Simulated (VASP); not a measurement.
# Eu (I4/mmm) in VASP: single point with r2SCAN

Aim: the single point of Eu with r2SCAN.

Program: VASP 6.6.1. These are calculated values, not measurements. Logs are shortened: lines on timing, memory, paths and dates and some standing lists are left out, and cuts for length are marked.

### Step 1. The cell of the first run

Symmetry: I4/mmm, No. 139, tetragonal system. Conventional cell: a = 3.984 Å, b = 3.984 Å, c = 5.469 Å, α = 90.00°, β = 90.00°, γ = 90.00°. Eu (site symmetry 4/mmm) has 12 Eu at 3.93 to 3.98 Å within 5.2 Å.

### Step 2. Single point, r2SCAN, collinear spin, ferromagnetic start

Input file POSCAR:

```
Eu
1.0
    0.0000000000      2.8171960300      2.7343427115
    2.8171960300      0.0000000000      2.7343427115
    2.8171960300      2.8171960300      0.0000000000
Eu
1
Direct
    0.0000000000      0.0000000000      0.0000000000
```

Input file INCAR.step1:

```
PREC = Accurate
ENCUT = 800
ISMEAR = -1
SIGMA = 0.1
LREAL = False
LASPH = True
NELM = 200
ISPIN = 2
MAGMOM = 9.1
LMAXMIX = 6
NBANDS = 18
GGA = PE
ALGO = Normal
EDIFF = 1E-5
LWAVE = True
LCHARG = False
GGA_COMPAT = False
```

Input file INCAR.step2:

```
PREC = Accurate
ENCUT = 800
EDIFF = 1E-6
ISMEAR = -1
SIGMA = 0.1
LREAL = False
LASPH = True
NELM = 200
ALGO = Normal
ISIF = 2
LWAVE = False
LCHARG = True
ISPIN = 2
MAGMOM = 9.1
LORBIT = 11
LMAXMIX = 6
METAGGA = R2SCAN
LMIXTAU = True
LELF = True
LVHAR = True
NBANDS = 18
ISTART = 1
GGA_COMPAT = False
```

Input file KPOINTS:

```
Automatic mesh
0
Gamma
  11 11 11
```

Potentials or basis: VASP PAW PBE potentials, release 64 (Eu).

Command:

```console
> cat potpaw_PBE.64/Eu/POTCAR > POTCAR
> cp INCAR.step1 INCAR
> mpirun -np 1 vasp_std > vasp.out
> cp INCAR.step2 INCAR
> mpirun -np 1 vasp_std > vasp.out
```

OUTCAR:

```text
PREC = Accurate
   ENCUT = 800
   EDIFF = 1E-6
   ISMEAR = -1
   LREAL = False
   LASPH = True
   NELM = 200
   ISIF = 2
   ISPIN = 2
   LORBIT = 11
   METAGGA = R2SCAN
   ISTART = 1

 ion  position               nearest neighbor table
   1  0.000  0.000  0.000-

  LATTYP: Found a body centered tetragonal cell.
 ALAT       =     3.9841168335
 C/A-ratio  =     1.3726217507

  Lattice vectors:

 A1 = (   0.0000000000,  -2.8171960300,  -2.7343427115)
 A2 = (   0.0000000000,   2.8171960300,  -2.7343427115)
 A3 = (   2.8171960300,   0.0000000000,   2.7343427115)

Analysis of symmetry for initial positions (statically):
=====================================================================
 Subroutine PRICEL returns:
 Original cell was already a primitive cell.

 Routine SETGRP: Setting up the symmetry group for a
 body centered tetragonal supercell.

 Subroutine GETGRP returns: Found 16 space group operations
 (whereof 16 operations were pure point group operations)
 out of a pool of 16 trial point group operations.

The static configuration has the point symmetry D_4h.

Analysis of symmetry for dynamics (positions and initial velocities):
=====================================================================
 Subroutine PRICEL returns:
 Original cell was already a primitive cell.

 Routine SETGRP: Setting up the symmetry group for a
 body centered tetragonal supercell.

 Subroutine GETGRP returns: Found 16 space group operations
 (whereof 16 operations were pure point group operations)
 out of a pool of 16 trial point group operations.

The dynamic configuration has the point symmetry D_4h.

Analysis of structural, dynamic, and magnetic symmetry:
=====================================================================
 Subroutine PRICEL returns:
 Original cell was already a primitive cell.

 Routine SETGRP: Setting up the symmetry group for a
 body centered tetragonal supercell.

 Subroutine GETGRP returns: Found 16 space group operations
 (whereof 16 operations were pure point group operations)
 out of a pool of 16 trial point group operations.

The overall configuration has the point symmetry D_4h.

 Subroutine INISYM returns: Found 16 space group operations
 (whereof 16 operations are pure point group operations),
 and found     1 'primitive' translations

----------------------------------------------------------------------------------------

                                     Primitive cell

  volume of cell :      43.4027

  direct lattice vectors                    reciprocal lattice vectors
     0.000000000  2.817196030  2.734342712    -0.177481437  0.177481437  0.182859302
     2.817196030  0.000000000  2.734342712     0.177481437 -0.177481437  0.182859302
     2.817196030  2.817196030  0.000000000     0.177481437  0.177481437 -0.182859302

  length of vectors
     3.925967847  3.925967847  3.984116833     0.310542824  0.310542824  0.310542824

  position of ions in fractional coordinates (direct lattice)
     0.000000000  0.000000000  0.000000000

  ion indices of the primitive-cell ions
   primitive index   ion index
                 1           1

----------------------------------------------------------------------------------------

 KPOINTS: Automatic mesh

Automatic generation of k-mesh.
 Grid dimensions read from file:
 generate k-points for:   11   11   11

 Generating k-lattice:

  Cartesian coordinates                     Fractional coordinates (reciprocal lattice)
    -0.016134676  0.016134676  0.016623573     0.090909091  0.000000000  0.000000000
     0.016134676 -0.016134676  0.016623573     0.000000000  0.090909091  0.000000000
     0.016134676  0.016134676 -0.016623573     0.000000000  0.000000000  0.090909091

  Length of vectors
     0.028231166  0.028231166  0.028231166

  Shift w.r.t. Gamma in fractional coordinates (k-lattice)
     0.000000000  0.000000000  0.000000000

 Subroutine IBZKPT returns following result:
 ===========================================

 Found    126 irreducible k-points:

 Following reciprocal coordinates:
            Coordinates               Weight
  0.000000  0.000000  0.000000      1.000000
  0.090909  0.000000  0.000000      8.000000
  0.181818  0.000000  0.000000      8.000000
  0.272727  0.000000  0.000000      8.000000
  0.363636  0.000000  0.000000      8.000000
  0.454545  0.000000  0.000000      8.000000
[... 16 lines left out ...]
 -0.272727  0.181818  0.000000      8.000000
 -0.181818  0.181818  0.000000      4.000000
 [... further k-points ...]
   k-points           NKPTS =    126   k-points in BZ     NKDIM =    126   number of bands    NBANDS=     18
   number of dos      NEDOS =    301   number of ions     NIONS =      1
   total plane-waves  NPLWV =  51840
   dimension x,y,z NGX =    36 NGY =   36 NGZ =   40
   dimension x,y,z NGXF=    72 NGYF=   72 NGZF=   80
   ions per type =               1
   NGX,Y,Z   is equivalent  to a cutoff of  15.24, 15.24, 16.69 a.u.
   NGXF,Y,Z  is equivalent  to a cutoff of  30.49, 30.49, 33.38 a.u.
 SYSTEM =  unknown system
   PREC   = accura    normal or accurate (medium, high low for compatibility)
   ISTART =      1    job   : 0-new  1-cont  2-samecut
   ICHARG =      0    charge: 1-file 2-atom 10-const
   ISPIN  =      2    spin polarized calculation?
   LNONCOLLINEAR =      F non collinear calculations
   LSORBIT =      F    spin-orbit coupling
   LASPH  =      T    aspherical Exc in radial PAW
   ENCUT  =  800.0 eV  58.80 Ry    7.67 a.u.   9.05  9.05  9.19*2*pi/ulx,y,z
   NELM   =    200;   NELMIN=  2; NELMDL=  0     # of ELM steps
   EDIFF  = 0.1E-05   stopping-criterion for ELM
   LREAL  =      F    real-space projection
[... 7 lines left out ...]
   TEBEG  =    0.0;   TEEND  =   0.0 temperature during run
   PSTRESS=    0.0 pullay stress
   NELECT =      17.0000    total number of electrons
   NUPDOWN=      -1.0000    fix difference up-down
   EMIN   =  10.00;   EMAX   =-10.00  energy-range for DOS
   EFERMI =   0.00;   METHOD = LEGACY
   ISMEAR =    -1;   SIGMA  =   0.10  broadening in eV -4-tet -1-fermi 0-gaus
   EFERMI_NEDOS =   21; number of points for ismear=-14 and -15
   IALGO  =     38    algorithm
   IMIX   =      4    mixing-type and parameters
     AMIX     =   0.40;   BMIX     =  1.00
     AMIX_MAG =   1.60;   BMIX_MAG =  1.00
  volume/ion in A,a.u.               =      43.40       292.90
  Fermi-wavevector in a.u.,A,eV,Ry     =   1.197803  2.263520 19.520719  1.434732
  Thomas-Fermi vector in A             =   2.333709
   LORBIT       =     11    0 simple, 1 ext, 2 COOP (PROOUT), +10 PAW based schemes
   METAGGA = R2SCAN    functional components
   LHFCALC =     F    Hartree Fock is set to
   AEXX    =    0.0000 exact exchange contribution
   IVDW    =     0    specifies the selected vdW correction
   LEPSILON=     F    determine dielectric tensor
   LRPA    =     F    only Hartree local field effects (RPA)
 spin polarized calculation
  energy-cutoff  :      800.00
  volume of cell :       43.40
 maximum number of plane-waves:      2255
   NGX = 19   NGY = 19   NGZ = 19

 number of electron      17.0000002 magnetization       7.8603086

 Free energy of the ion-electron system (eV)
  ---------------------------------------------------
  ext. energy  EPLUGINS =         0.00000000
  ---------------------------------------------------
  free energy    TOTEN  =       -39.71492020 eV

  energy without entropy =      -39.65041468  energy(sigma->0) =      -39.68266744

 E-fermi :   1.9386     XC(G=0):  -9.1483

 val. band max:        1.9370806533   @ k =  -0.4545   0.0909   0.1818
 cond. band min:       1.9390856138   @ k =  -0.4545   0.1818   0.3636
 fundamental gap:      0.0020049605
 Fermi energy:         1.9385951475

 spin component 1

 k-point     1 :       0.0000    0.0000    0.0000
  band No.  band energies     occupation
      1     -41.1929      1.00000
      2     -19.1574      1.00000
      3     -19.1572      1.00000
      4     -19.1572      1.00000
      5      -2.9399      1.00000
      6       1.2661      0.99880
[... 10 lines left out ...]
     17       5.9708      0.00000
     18      10.0912      0.00000

 k-point     2 :       0.0909    0.0000    0.0000
  band No.  band energies     occupation
      1     -41.1905      1.00000
      2     -19.1923      1.00000
      3     -19.1623      1.00000
      4     -19.1611      1.00000
      5      -2.7564      1.00000
      6       1.2644      0.99882
[... 10 lines left out ...]
     17       5.8588      0.00000
     18      10.5145      0.00000
[... 442 lines left out ...]
 k-point    24 :      -0.1818    0.1818    0.0000
  band No.  band energies     occupation
      1     -41.1729      1.00000
      2     -19.3806      1.00000
      3     -19.2565      1.00000
      4     -19.1902      1.00000
      5      -1.2308      1.00000
      6       1.2653      0.99881
[... 10 lines left out ...]
     17       6.7412      0.00000
     18      11.0457      0.00000

 [... further k-points ...]

 spin component 2

 k-point     1 :       0.0000    0.0000    0.0000
  band No.  band energies     occupation
      1     -37.4117      1.00000
      2     -16.4059      1.00000
      3     -16.4050      1.00000
      4     -16.4049      1.00000
      5      -1.1141      1.00000
      6       5.2955      0.00000
[... 10 lines left out ...]
     17       8.0118      0.00000
     18      12.7015      0.00000

 k-point     2 :       0.0909    0.0000    0.0000
  band No.  band energies     occupation
      1     -37.4086      1.00000
      2     -16.4478      1.00000
      3     -16.4110      1.00000
      4     -16.4099      1.00000
      5      -0.9263      1.00000
      6       5.0835      0.00000
[... 10 lines left out ...]
     17       8.0285      0.00000
     18      13.0089      0.00000
[... 442 lines left out ...]
 k-point    24 :      -0.1818    0.1818    0.0000
  band No.  band energies     occupation
      1     -37.3861      1.00000
      2     -16.6724      1.00000
      3     -16.5253      1.00000
      4     -16.4440      1.00000
      5       0.6143      1.00000
      6       4.1464      0.00000
[... 10 lines left out ...]
     17       8.6124      0.00000
     18      12.7351      0.00000

 [... further k-points ...]

------------------------ aborting loop because EDIFF is reached ----------------------------------------

  FORCE on cell =-STRESS in cart. coord.  units (eV):
  Direction    XX          YY          ZZ          XY          YZ          ZX
  --------------------------------------------------------------------------------------
  -------------------------------------------------------------------------------------
  Total       -0.1643455     -0.1643455     -0.1098773      0.0000000     -0.0000000      0.0000000
  in kB       -6.0666828     -6.0666828     -4.0560324      0.0000000     -0.0000000      0.0000000
  external PRESSURE =      -5.3964660 kB  Pullay stress =       0.0000000 kB

 VOLUME and BASIS-vectors are now :
 -----------------------------------------------------------------------------
  energy-cutoff  :      800.00
  volume of cell :       43.40
      direct lattice vectors                 reciprocal lattice vectors
     0.000000000  2.817196030  2.734342712    -0.177481437  0.177481437  0.182859302
     2.817196030  0.000000000  2.734342712     0.177481437 -0.177481437  0.182859302
     2.817196030  2.817196030  0.000000000     0.177481437  0.177481437 -0.182859302

 POSITION                                       TOTAL-FORCE (eV/Angst)
 -----------------------------------------------------------------------------------
      0.00000      0.00000      0.00000         0.000000      0.000000     -0.000000
 -----------------------------------------------------------------------------------
    total drift:                               -0.000000     -0.000000      0.000000

  FREE ENERGIE OF THE ION-ELECTRON SYSTEM (eV)
  ---------------------------------------------------
  free  energy   TOTEN  =       -39.7149201988 eV

  energy  without entropy=      -39.6504146844  energy(sigma->0) =      -39.68266744

 total charge

# of ion       s       p       d       f       tot
--------------------------------------------------
    1        2.080   5.759   0.302   6.650  14.791

 magnetization (x)

# of ion       s       p       d       f       tot
--------------------------------------------------
    1       -0.003  -0.147   0.228   6.649   6.726
```

Run time: 48 min. Hardware: 1 thread of AMD EPYC 7R13, shared host; peak memory 0.52 GiB.

What came out:

```yaml
Free_energy: -39.7149 eV
Pressure: -0.5 GPa
Net_moment: 7.86 μB per cell
Site_moments: Eu +6.73 μB
Valence_electrons_inside_the_program's_atomic_spheres: Eu 14.79
```

Caveat: the PAW data sets were made with another functional, which shifts forces and pressure a little; spin-orbit coupling is left out, which moves the levels of the heavy elements; semilocal functionals describe open f shells poorly, which spoils levels, moments and volumes.
